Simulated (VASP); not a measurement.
Runs of VASP 6.6.1 on Pd. The structure is that of space group P6/mmm (No. 191), or close to it. The cells are those of the table. 

```tsv
spin	cell	k mesh	smearing	gap on the mesh (eV)	pressure (GPa)	moment (μB)
collinear, ferromagnetic start	a = 4.408, b = 4.408, c = 2.613 Å, angles 90.0, 90.0, 120.0°, 3 atoms	9 × 9 × 13	fermi-dirac 0.05 eV	none	(b)	0.00
collinear, ferromagnetic start	a = 4.468, b = 4.468, c = 2.649 Å, angles 90.0, 90.0, 120.0°, 3 atoms	8 × 8 × 12	fermi-dirac 0.05 eV	none	0.4	0.00
off	a = 4.468, b = 4.468, c = 2.651 Å, angles 90.0, 90.0, 120.0°, 3 atoms	11 × 11 × 16	fermi-dirac 0.1 eV	none	0.7	-
collinear, ferromagnetic start	a = 4.584, b = 4.584, c = 2.717 Å, angles 90.0, 90.0, 120.0°, 3 atoms	9 × 9 × 13	fermi-dirac 0.05 eV	none	-10.3	0.86
collinear, ferromagnetic start	a = 4.640, b = 4.640, c = 2.751 Å, angles 90.0, 90.0, 120.0°, 3 atoms	9 × 9 × 13	fermi-dirac 0.05 eV	none	-14.0	(a)
```

Alike in all rows: task single point; level r2SCAN; potentials or basis VASP PAW PBE potentials, release 64 (Pd); cutoff (eV) 520.

Question: Fill in the values left out.

Answer: (a) 0.87; (b) 8.8.

Caveats: the PAW data sets were made with another functional, which shifts forces and pressure a little.

A k mesh can miss the band edges, and the runs leave out spin-orbit coupling on Pd.

A gap of «none» marks levels without a gap at the run's occupations.
